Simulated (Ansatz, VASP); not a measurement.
**One calculation of LaRe, two programs**

INCAR

```
SYSTEM = LaRe
ALGO = Normal
EDIFF = 1E-7
ENCUT = 520
GGA = PS
ISIF = 2
ISMEAR = 0
LASPH = .True.
LCHARG = .False.
LREAL = .False.
LWAVE = .False.
NBANDS = 16
NELM = 60
PREC = Accurate
SIGMA = 0.05
```

KPOINTS

```
k-points
0
Gamma
  8 8 8
  0 0 0
```

The input POSCAR:

```
LaRe
1.0
    3.6519724124      0.0000000000      0.0000000000
    0.0000000000      3.6519724124      0.0000000000
    0.0000000000      0.0000000000      3.6519724124
La Re
1 1
Direct
    0.0000000000      0.0000000000      0.0000000000
    0.5000000000      0.5000000000      0.5000000000
```

Input for Ansatz:

```yaml
crystal:
  lattice:
    - [3.6519724124, 0.0, 0.0]
    - [0.0, 3.6519724124, 0.0]
    - [0.0, 0.0, 3.6519724124]
  atoms:
    - { symbol: La, position: [0.0, 0.0, 0.0] }
    - { symbol: Re, position: [0.5, 0.5, 0.5] }
basis:
  ecutwfc: 420
  ecutrho_ratio: 4
kpoints:
  mp_grid: { grid: [8, 8, 8] }
hamiltonian:
  xc: pbesol
scf:
  occupations: { method: gaussian, width: 0.05 }
output:
  forces: true
  stress: true
  eigenvalues: true
```

Alike in both runs: task single point; functional PBEsol; k mesh 8 × 8 × 8; occupations gaussian, width 0.05 eV; no spin polarisation.

|  | VASP | Ansatz |
| --- | --- | --- |
| version | VASP 6.6.1 | Ansatz 0.2.0 |
| potentials or method | VASP PAW PBE potentials, release 64 (La, Re), cutoff 520 eV | scalar-relativistic, plane waves, PAW |
| valence electrons in the cell | 18 | 26 |

```csv
,VASP,Ansatz,Ansatz less VASP
gap on the k mesh at the Fermi level (eV),none,none,-
pressure (GPa),-9.2,-9.1,+0.13
```

VASP's potentials were made for PBE, not for PBEsol. A gap of «none» marks a metal or a gap that the smearing closes. VASP's potentials hold 18 valence electrons a cell and Ansatz's 26, so a difference there can come from the potentials and not from the codes.

Spin-orbit coupling is off throughout.
